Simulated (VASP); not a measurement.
Write the native input for VASP 6.6.1 that does the following.

* Task: single point
* Functional: PBE
* Potentials or basis: VASP PAW PBE potentials, release 64 (Ni, O, Tl_d)
* Cutoff: 520 eV
* k mesh: 4 × 4 × 3
* Occupations: fermi-dirac, width 0.1 eV
* Spin: collinear spin, ferromagnetic start
* Starting moments: [2.0, 2.0, 2.0, 0.0, 0.0, 0.0, 0.0, 0.0, 0.0, 0.0, 0.0, 0.0] μB
* Hubbard terms: Ni d U = 1.2 eV
* Dipole correction: no
* Further INCAR settings: ALGO = Normal; EDIFF = 1e-06; NBANDS = 62

The structure of TlNi3O8 lies in POSCAR:

```
TlNi3O8
1.0
    4.1911901100      2.6751241200      0.0000000000
    4.1911901100     -2.6751241200      0.0000000000
    0.6521431600      0.0000000000     -7.4540495700
Ni O Tl
3 8 1
Direct
    0.6382422750      0.6382422750      0.7128199427
    0.3617577250      0.3617577250      0.2871800573
    0.0000000000      0.0000000000      0.5000000000
    0.2195974694      0.2195974694      0.4710425511
    0.7804025306      0.7804025306      0.5289574489
    0.2538151260      0.7797230724      0.6926152412
    0.2202769276      0.7461848740      0.3073847588
    0.7461848740      0.2202769276      0.3073847588
    0.7797230724      0.2538151260      0.6926152412
    0.7349760382      0.7349760382      0.9071645436
    0.2650239618      0.2650239618      0.0928354564
    0.0000000000      0.0000000000      0.0000000000
```

The input as run:

INCAR

```
  PREC = Accurate
  ENCUT = 520
  EDIFF = 1E-6
  ISMEAR = -1
  SIGMA = 0.1
  LREAL = F
  LASPH = T
  NELM = 150
  ALGO = Normal
  ISIF = 2
  LWAVE = F
  LCHARG = F
  ISPIN = 2
  MAGMOM = 2 2 2 0 0 0 0 0 0 0 0 0
  LORBIT = 11
  LMAXMIX = 4
  LDAU = T
  LDAUTYPE = 2
  LDAUL = 2 -1 -1
  LDAUU = 1.2 0 0
  LDAUJ = 0 0 0
  LDAUPRINT = 1
  GGA = PE
  NBANDS = 62
```

KPOINTS

```
regular mesh
0
Gamma
  4 4 3
```

Potentials or basis: VASP PAW PBE potentials, release 64 (Ni, O, Tl_d).

Command:

```console
$ cat potpaw_PBE.64/Ni/POTCAR potpaw_PBE.64/O/POTCAR potpaw_PBE.64/Tl_d/POTCAR > POTCAR
$ mpirun -np 1 vasp_std > vasp.out
```

Results of the run:

```json
{
  "Pressure": "-3.3 GPa",
  "Largest force": "0.056 eV/Å",
  "Net moment": "3.81 μB per cell",
  "Site moments": "Ni +0.73, +0.40; O +0.30, +0.17; Tl -0.02 μB",
  "Valence electrons inside the program's atomic spheres": "Ni 9.62, 9.32; O 4.87, 4.88, 4.84; Tl 10.95"
}
```

Run time: 12 min on 1 thread of Intel(R) Xeon(R) Platinum 8259CL CPU @ 2.50GHz (Skylake/Cascade Lake) (shared host), peak memory 0.51 GiB.
